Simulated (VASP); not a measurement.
F, 4 atoms in the cell. The structure is monoclinic, space group C2/m (No. 12). Conventional cell: a = 6.443 Å, b = 3.692 Å, c = 7.778 Å, α = 90.00°, β = 112.50°, γ = 90.00°. Within 1.8 Å of F (site symmetry m) lie 1 F at 1.32 Å. Within 1.9 Å of F (site symmetry m) lie 1 F at 1.45 Å. 

| Quantity | Value |
| --- | --- |
| Program | VASP 6.6.1 |
| Task | single point |
| Functional | PBEsol |
| Potentials or basis | VASP PAW PBE potentials, release 64 (F) |
| Cutoff | 520 eV |
| k mesh | 4 × 4 × 2 |
| Occupations | gaussian, width 0.05 eV |
| Spin | no spin polarisation |
| Dipole correction | no |
| Further INCAR settings | ALGO = Normal; EDIFF = 1e-06; NBANDS = 22 |

Potentials or basis: VASP PAW PBE potentials, release 64 (F).

The run is started by

```sh
$ cat potpaw_PBE.64/F/POTCAR > POTCAR
$ mpirun -np 1 vasp_std > vasp.out
```

Hardware: 1 thread of Intel(R) Xeon(R) 6975P-C (Granite Rapids), on a shared host.

**Question.** Estimate the wall time of this run.

**Answer.** It took 11 s on 1 thread of Intel(R) Xeon(R) 6975P-C (Granite Rapids), on a shared host, peak memory 0.18 GiB. Counts: scf iterations 14, k points 14.
